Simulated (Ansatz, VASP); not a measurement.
Given: the input of a run of VASP 6.6.1 on MgS.

The input INCAR:

```
SYSTEM = MgS
PREC = Accurate ; ENCUT = 520
EDIFF = 1E-6 ; ISMEAR = -1
SIGMA = 0.05 ; LREAL = .FALSE.
LASPH = .TRUE. ; NELM = 100
ALGO = Normal ; ISIF = 2
LWAVE = .FALSE. ; LCHARG = .TRUE.
GGA = PS ; LELF = .TRUE.
LVHAR = .TRUE. ; NBANDS = 16
```

KPOINTS

```
regular mesh
0
G
  8 8 4
  0 0 0
```

The input POSCAR:

```
MgS
1.0
    4.1137527396      0.0000000000      0.0000000000
   -2.0568763698      3.5626143774      0.0000000000
    0.0000000000      0.0000000000      6.5584496235
S Mg
2 2
Direct
    0.6666666667      0.3333333333      0.8792441500
    0.3333333333      0.6666666667      0.3792441500
    0.3333333333      0.6666666667      0.9957548500
    0.6666666667      0.3333333333      0.4957548500
```

Potentials or basis: VASP PAW PBE potentials, release 64 (S, Mg).

Command:

```console
$ cat potpaw_PBE.64/S/POTCAR potpaw_PBE.64/Mg/POTCAR > POTCAR
$ mpirun -np 1 vasp_std > vasp.out
```

**Question.** Set up the same calculation for Ansatz 0.2.0. Potentials there: all-electron LAPW, scalar-relativistic.

**Answer.** As run (the cutoff follows the program's own potentials):

input.yaml

```yaml
crystal:
  lattice:
    - [4.1137527396, 0.0, 0.0]
    - [-2.0568763698, 3.5626143774, 0.0]
    - [0.0, 0.0, 6.5584496235]
  atoms:
    - { symbol: S, position: [0.6666666667, 0.3333333333, 0.87924415] }
    - { symbol: S, position: [0.3333333333, 0.6666666667, 0.37924415] }
    - { symbol: Mg, position: [0.3333333333, 0.6666666667, 0.99575485] }
    - { symbol: Mg, position: [0.6666666667, 0.3333333333, 0.49575485] }
kpoints:
  mp_grid: { grid: [8, 8, 4] }
scf:
  occupations: { method: fermi_dirac, width: 0.05 }
hamiltonian:
  xc: pbesol
  pseudopotentials: { kind: all_electron, lapw: { basis_error: 0.001 } }
output:
  forces: true
  stress: true
  eigenvalues: true
```

Potentials or basis: all-electron LAPW, scalar-relativistic.

Command:

```bash
$ ansatz run input.yaml --threads 2 --pin off --max-ram 8192MiB --backend cpu --events-out ev --progress --plain --runs-dir out
```

Both were run:

|  | VASP | Ansatz | Ansatz less VASP |
| --- | --- | --- | --- |
| gap on the k mesh at the Fermi level (eV) | 3.00 | 3.00 | 0.000 |
| least direct gap on the mesh (eV) | 3.00 | 3.00 | 0.000 |
| pressure (GPa) | -3.3 | -3.3 | +0.09 |
| traceless stress, the component that is largest in VASP (GPa) | -0.07 | -0.07 | -0.006 |
| rms of the force components (eV/Å) | 0.029 | 0.029 | -0.0002 |

VASP's potentials were made for PBE, not for PBEsol. Atom by atom the forces differ by 0.000 eV/Å (rms over components). Ansatz ran all-electron here, and VASP with PAW potentials.
